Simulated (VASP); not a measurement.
# CuSb (Fm-3m) in VASP: further runs

Runs on CuSb. Level: r2SCAN. Tasks: single point.

Everything below comes from runs of VASP 6.6.1. Logs are shortened: lines on timing, memory, paths and dates and some standing lists are left out, and cuts for length are marked.

### Step 1. The cell of the first run

The structure is cubic, space group Fm-3m (No. 225). The conventional cell has a = 5.383 Å, b = 5.383 Å, c = 5.383 Å, α = 90.00°, β = 90.00°, γ = 90.00°. Cu (site symmetry m-3m) has 6 Sb at 2.69 Å within 3.5 Å. Sb (site symmetry m-3m) has 6 Cu at 2.69 Å within 3.5 Å.

### Step 2. Single point, r2SCAN

Input file POSCAR:

```
CuSb
1.0
    0.0000000000      2.6912715293      2.6912715293
    2.6912715293      0.0000000000      2.6912715293
    2.6912715293      2.6912715293      0.0000000000
Cu Sb
1 1
Direct
    0.5000000000      0.5000000000      0.5000000000
    0.0000000000      0.0000000000      0.0000000000
```

Input file INCAR.step1:

```
PREC = Accurate ; ENCUT = 520
ISMEAR = -5 ; SIGMA = 0.1
LREAL = F ; LASPH = T
NELM = 60 ; NBANDS = 15
GGA = PE ; ALGO = Normal
EDIFF = 1E-4 ; LWAVE = T
LCHARG = F
```

Input file INCAR.step2:

```
PREC = Accurate ; ENCUT = 520
EDIFF = 1E-6 ; ISMEAR = -5
SIGMA = 0.1 ; LREAL = F
LASPH = T ; NELM = 60
ALGO = Normal ; ISIF = 2
LWAVE = F ; LCHARG = T
METAGGA = R2SCAN ; LMIXTAU = T
LELF = T ; LVHAR = T
NBANDS = 15 ; ISTART = 1
```

Input file KPOINTS:

```
Automatic mesh
0
Gamma
  12 12 12
```

Potentials or basis: VASP PAW PBE potentials, release 64 (Cu, Sb).

The run is started by

```console
cat potpaw_PBE.64/Cu/POTCAR potpaw_PBE.64/Sb/POTCAR > POTCAR
cp INCAR.step1 INCAR
mpirun -np 1 vasp_std > vasp.out
cp INCAR.step2 INCAR
mpirun -np 1 vasp_std > vasp.out
```

OUTCAR:

```text
PREC = Accurate
   ENCUT = 520
   EDIFF = 1E-6
   ISMEAR = -5
   LREAL = F
   LASPH = T
   NELM = 60
   ISIF = 2
   METAGGA = R2SCAN
   ISTART = 1

 ion  position               nearest neighbor table
   1  0.500  0.500  0.500-   2 2.69   2 2.69   2 2.69   2 2.69   2 2.69   2 2.69
   2  0.000  0.000  0.000-   1 2.69   1 2.69   1 2.69   1 2.69   1 2.69   1 2.69

  LATTYP: Found a face centered cubic cell.
 ALAT       =     5.3825430586

  Lattice vectors:

 A1 = (   0.0000000000,   2.6912715293,   2.6912715293)
 A2 = (   2.6912715293,   0.0000000000,   2.6912715293)
 A3 = (   2.6912715293,   2.6912715293,   0.0000000000)

Analysis of symmetry for initial positions (statically):
=====================================================================
 Subroutine PRICEL returns:
 Original cell was already a primitive cell.

 Routine SETGRP: Setting up the symmetry group for a
 face centered cubic supercell.

 Subroutine GETGRP returns: Found 48 space group operations
 (whereof 48 operations were pure point group operations)
 out of a pool of 48 trial point group operations.

The static configuration has the point symmetry O_h .

Analysis of symmetry for dynamics (positions and initial velocities):
=====================================================================
 Subroutine PRICEL returns:
 Original cell was already a primitive cell.

 Routine SETGRP: Setting up the symmetry group for a
 face centered cubic supercell.

 Subroutine GETGRP returns: Found 48 space group operations
 (whereof 48 operations were pure point group operations)
 out of a pool of 48 trial point group operations.

The dynamic configuration has the point symmetry O_h .

 Subroutine INISYM returns: Found 48 space group operations
 (whereof 48 operations are pure point group operations),
 and found     1 'primitive' translations

----------------------------------------------------------------------------------------

                                     Primitive cell

  volume of cell :      38.9854

  direct lattice vectors                    reciprocal lattice vectors
     0.000000000  2.691271529  2.691271529    -0.185785787  0.185785787  0.185785787
     2.691271529  0.000000000  2.691271529     0.185785787 -0.185785787  0.185785787
     2.691271529  2.691271529  0.000000000     0.185785787  0.185785787 -0.185785787

  length of vectors
     3.806032697  3.806032697  3.806032697     0.321790423  0.321790423  0.321790423

  position of ions in fractional coordinates (direct lattice)
     0.500000000  0.500000000  0.500000000
     0.000000000  0.000000000  0.000000000

  ion indices of the primitive-cell ions
   primitive index   ion index
                 1           1
                 2           2

----------------------------------------------------------------------------------------

 KPOINTS: Automatic mesh

Automatic generation of k-mesh.
 Grid dimensions read from file:
 generate k-points for:   12   12   12

 Generating k-lattice:

  Cartesian coordinates                     Fractional coordinates (reciprocal lattice)
    -0.015482149  0.015482149  0.015482149     0.083333333  0.000000000  0.000000000
     0.015482149 -0.015482149  0.015482149     0.000000000  0.083333333  0.000000000
     0.015482149  0.015482149 -0.015482149     0.000000000  0.000000000  0.083333333

  Length of vectors
     0.026815869  0.026815869  0.026815869

  Shift w.r.t. Gamma in fractional coordinates (k-lattice)
     0.000000000  0.000000000  0.000000000

 TETIRR: Found    247 inequivalent tetrahedra from    10368

 Subroutine IBZKPT returns following result:
 ===========================================

 Found     72 irreducible k-points:

 Following reciprocal coordinates:
            Coordinates               Weight
  0.000000  0.000000  0.000000      1.000000
  0.083333  0.000000  0.000000      8.000000
  0.166667  0.000000  0.000000      8.000000
  0.250000  0.000000  0.000000      8.000000
  0.333333  0.000000  0.000000      8.000000
  0.416667  0.000000  0.000000      8.000000
[... 16 lines left out ...]
  0.500000  0.166667  0.000000     24.000000
 -0.416667  0.166667  0.000000     24.000000
 [... further k-points ...]
   k-points           NKPTS =     72   k-points in BZ     NKDIM =     72   number of bands    NBANDS=     15
   number of dos      NEDOS =    301   number of ions     NIONS =      2
   total plane-waves  NPLWV =  21952
   dimension x,y,z NGX =    28 NGY =   28 NGZ =   28
   dimension x,y,z NGXF=    56 NGYF=   56 NGZF=   56
   ions per type =               1   1
   NGX,Y,Z   is equivalent  to a cutoff of  12.23, 12.23, 12.23 a.u.
   NGXF,Y,Z  is equivalent  to a cutoff of  24.46, 24.46, 24.46 a.u.
 SYSTEM =  unknown system
   PREC   = accura    normal or accurate (medium, high low for compatibility)
   ISTART =      1    job   : 0-new  1-cont  2-samecut
   ICHARG =      0    charge: 1-file 2-atom 10-const
   ISPIN  =      1    spin polarized calculation?
   LNONCOLLINEAR =      F non collinear calculations
   LSORBIT =      F    spin-orbit coupling
   LASPH  =      T    aspherical Exc in radial PAW
   ENCUT  =  520.0 eV  38.22 Ry    6.18 a.u.   7.08  7.08  7.08*2*pi/ulx,y,z
   NELM   =     60;   NELMIN=  2; NELMDL=  0     # of ELM steps
   EDIFF  = 0.1E-05   stopping-criterion for ELM
   LREAL  =      F    real-space projection
   EDIFFG = 0.1E-04   stopping-criterion for IOM
   NSW    =      0    number of steps for IOM
   IBRION =     -1    ionic relax: 0-MD 1-quasi-New 2-CG
   NFREE  =      0    steps in history (QN), initial steepest desc. (CG)
   ISIF   =      2    stress and relaxation
   ISYM   =      2    0-nonsym 1-usesym 2-fastsym
   POTIM  = 0.5000    time-step for ionic-motion
   TEBEG  =    0.0;   TEEND  =   0.0 temperature during run
   PSTRESS=    0.0 pullay stress
   NELECT =      16.0000    total number of electrons
   NUPDOWN=      -1.0000    fix difference up-down
   EMIN   =  10.00;   EMAX   =-10.00  energy-range for DOS
   EFERMI =   0.00;   METHOD = LEGACY
   ISMEAR =    -5;   SIGMA  =   0.10  broadening in eV -4-tet -1-fermi 0-gaus
   EFERMI_NEDOS =   21; number of points for ismear=-14 and -15
   IALGO  =     38    algorithm
   IMIX   =      4    mixing-type and parameters
     AMIX     =   0.40;   BMIX     =  1.00
     AMIX_MAG =   1.60;   BMIX_MAG =  1.00
  volume/ion in A,a.u.               =      19.49       131.54
  Fermi-wavevector in a.u.,A,eV,Ry     =   1.216599  2.299038 20.138148  1.480112
  Thomas-Fermi vector in A             =   2.351947
   LORBIT       =      0    0 simple, 1 ext, 2 COOP (PROOUT), +10 PAW based schemes
   METAGGA = R2SCAN    functional components
   LHFCALC =     F    Hartree Fock is set to
   AEXX    =    0.0000 exact exchange contribution
   IVDW    =     0    specifies the selected vdW correction
   LEPSILON=     F    determine dielectric tensor
   LRPA    =     F    only Hartree local field effects (RPA)
 non-spin polarized calculation
 Fermi weights with tetrahedron method with Bloechl corrections
  energy-cutoff  :      520.00
  volume of cell :       38.99
 maximum number of plane-waves:      1067
   NGX = 15   NGY = 15   NGZ = 15

 number of electron      15.9999992 magnetization

 Free energy of the ion-electron system (eV)
  ---------------------------------------------------
  ext. energy  EPLUGINS =         0.00000000
  ---------------------------------------------------
  free energy    TOTEN  =       -36.16880813 eV

  energy without entropy =      -36.16880813  energy(sigma->0) =      -36.16880813

 E-fermi :   7.8411     XC(G=0): -11.5605

 val. band max:        7.8803005390   @ k =   0.1667   0.0833   0.0000
 cond. band min:       7.6603531519   @ k =  -0.1667   0.1667   0.0000
 fundamental gap:     -0.2199473872
 Fermi energy:         7.8411155787

 k-point     1 :       0.0000    0.0000    0.0000
  band No.  band energies     occupation
      1      -4.6834      2.00000
      2       4.4742      2.00000
      3       4.4743      2.00000
      4       4.4743      2.00000
      5       4.5092      2.00000
      6       4.5092      2.00000
      7       9.6483      0.00000
      8       9.6483      0.00000
      9       9.6483      0.00000
     10      14.2053      0.00000
     11      16.6494      0.00000
     12      16.6494      0.00000
     13      16.6494      0.00000
     14      17.5934      0.00000
     15      18.3507      0.00000

 k-point     2 :       0.0833    0.0000    0.0000
  band No.  band energies     occupation
      1      -4.5762      2.00000
      2       4.4416      2.00000
      3       4.4507      2.00000
      4       4.4510      2.00000
      5       4.4977      2.00000
      6       4.4979      2.00000
      7       8.8388     -0.14501
      8       9.6894      0.00000
      9       9.6895      0.00000
     10      14.6904      0.00000
     11      16.1688      0.00000
     12      16.7404      0.00000
     13      16.7404      0.00000
     14      17.6450      0.00000
     15      17.6451      0.00000

 k-point     3 :       0.1667    0.0000    0.0000
  band No.  band energies     occupation
      1      -4.2582      2.00000
      2       4.3099      2.00000
      3       4.3222      2.00000
      4       4.3224      2.00000
      5       4.5362      2.00000
      6       4.5363      2.00000
      7       7.2790      1.92518
      8       9.8082      0.00000
      9       9.8082      0.00000
     10      14.5708      0.00000
     11      16.1021      0.00000
     12      16.1022      0.00000
     13      16.8308      0.00000
     14      17.5517      0.00000
     15      17.6319      0.00000
[... 343 lines left out ...]
 k-point    23 :       0.5000    0.1667    0.0000
  band No.  band energies     occupation
      1      -1.9175      2.00000
      2       1.8476      2.00000
      3       3.7793      2.00000
      4       3.9652      2.00000
      5       4.6988      2.00000
      6       4.7303      2.00000
      7       4.9744      2.00000
      8       8.2583      0.38564
      9       8.9306      0.00000
     10      11.8051      0.00000
     11      15.4253      0.00000
     12      15.6606      0.00000
     13      18.2512      0.00000
     14      18.7890      0.00000
     15      22.2509      0.00000

 k-point    24 :      -0.4167    0.1667    0.0000
  band No.  band energies     occupation
      1      -1.7941      2.00000
      2       1.6721      2.00000
      3       3.7791      2.00000
      4       3.8997      2.00000
      5       4.7113      2.00000
      6       4.7353      2.00000
      7       4.9704      2.00000
      8       7.7960      1.07357
      9       9.4736      0.00000
     10      12.1260      0.00000
     11      14.8227      0.00000
     12      15.6479      0.00000
     13      18.7332      0.00000
     14      19.9127      0.00000
     15      20.7008      0.00000

 [... further k-points ...]
[... 5 lines left out ...]
  --------------------------------------------------------------------------------------
  -------------------------------------------------------------------------------------
  Total        0.0354407      0.0354407      0.0354407     -0.0000000      0.0000000      0.0000000
  in kB        1.4564996      1.4564996      1.4564996     -0.0000000      0.0000000      0.0000000
  external PRESSURE =       1.4564996 kB  Pullay stress =       0.0000000 kB

 VOLUME and BASIS-vectors are now :
 -----------------------------------------------------------------------------
  energy-cutoff  :      520.00
  volume of cell :       38.99
      direct lattice vectors                 reciprocal lattice vectors
     0.000000000  2.691271529  2.691271529    -0.185785787  0.185785787  0.185785787
     2.691271529  0.000000000  2.691271529     0.185785787 -0.185785787  0.185785787
     2.691271529  2.691271529  0.000000000     0.185785787  0.185785787 -0.185785787

 POSITION                                       TOTAL-FORCE (eV/Angst)
 -----------------------------------------------------------------------------------
      2.69127      2.69127      2.69127         0.000000      0.000000     -0.000000
      0.00000      0.00000      0.00000        -0.000000     -0.000000      0.000000
 -----------------------------------------------------------------------------------
    total drift:                                0.000000      0.000000      0.000000

  FREE ENERGIE OF THE ION-ELECTRON SYSTEM (eV)
  ---------------------------------------------------
  free  energy   TOTEN  =       -36.1688081252 eV

  energy  without entropy=      -36.1688081252  energy(sigma->0) =      -36.16880813
```

Run time: 1.7 min. Hardware: 1 thread of Intel Xeon Platinum 8488C (Sapphire Rapids), shared host; peak memory 0.19 GiB.

What came out:

```yaml
Free_energy: -36.1688 eV
Pressure: 0.1 GPa
Band_gap_on_the_k_mesh: zero (band 8 reaches 10.55 eV, above the bottom of band 9 at 5.38 eV)
```

Levels at points of the mesh, in eV from the Fermi level:
```csv
k point,band 5,band 6,band 7,band 8,band 9,band 10,band 11,band 12
"(0.00, 0.00, 0.00)",-3.33,-3.33,1.81,1.81,1.81,6.36,8.81,8.81
"(0.50, 0.00, 0.00)",-3.13,-3.13,-2.87,2.71,2.71,5.33,5.34,5.34
"(0.50, 0.50, 0.00)",-3.03,-3.03,-2.48,-1.54,-1.54,0.73,5.10,14.27
```

Caveat: the PAW data sets were made with another functional, which shifts forces and pressure a little; spin-orbit coupling is left out, which moves the levels of the heavy elements; tetrahedron occupations give inexact forces and stress in metals.

### Step 3. Single point, r2SCAN

POSCAR is that of step 2.

Input file INCAR.step1:

```
ALGO = Normal ; EDIFF = 1E-4
ENCUT = 520 ; GGA = PE
ISMEAR = 1 ; LASPH = True
LCHARG = False ; LREAL = False
LWAVE = True ; NBANDS = 15
NELM = 80 ; PREC = Accurate
SIGMA = 0.01
```

Input file INCAR.step2:

```
ALGO = Normal ; EDIFF = 1E-6
ENCUT = 520 ; ISIF = 2
ISMEAR = 1 ; ISTART = 1
LASPH = True ; LCHARG = False
LMIXTAU = True ; LREAL = False
LWAVE = False ; METAGGA = R2SCAN
NBANDS = 15 ; NELM = 80
PREC = Accurate ; SIGMA = 0.01
```

Input file KPOINTS:

```
k-points
0
Gamma
  12 12 12
```

Potentials or basis: VASP PAW PBE potentials, release 64 (Cu, Sb).

The run is started by

```console
cat potpaw_PBE.64/Cu/POTCAR potpaw_PBE.64/Sb/POTCAR > POTCAR
cp INCAR.step1 INCAR
mpirun -np 1 vasp_std > vasp.out
cp INCAR.step2 INCAR
mpirun -np 1 vasp_std > vasp.out
```

Wall time 1.7 min (1 thread of Intel Xeon Platinum 8488C (Sapphire Rapids), shared host); peak memory 0.19 GiB.

Results (log left out):

```
Free energy            : -36.1738 eV
Pressure               : 0.1 GPa
Band gap on the k mesh : zero (band 8 reaches 10.55 eV, above the bottom of band 9 at 5.38 eV)
```

Levels at points of the mesh, in eV from the Fermi level:
```csv
k point,band 4,band 5,band 6,band 7,band 8,band 9,band 10,band 11,band 12,band 13
"(0.00, 0.00, 0.00)",-3.41,-3.38,-3.38,1.77,1.77,1.77,6.32,8.77,8.77,8.77
"(0.50, 0.00, 0.00)",-4.04,-3.17,-3.17,-2.92,2.67,2.67,5.29,5.30,5.30,8.03
"(0.50, 0.50, 0.00)",-3.25,-3.08,-3.08,-2.52,-1.58,-1.58,0.69,5.06,14.23,14.23
```

Caveat: the PAW data sets were made with another functional, which shifts forces and pressure a little; spin-orbit coupling is left out, which moves the levels of the heavy elements.

(Continued in part 2 of 2.)
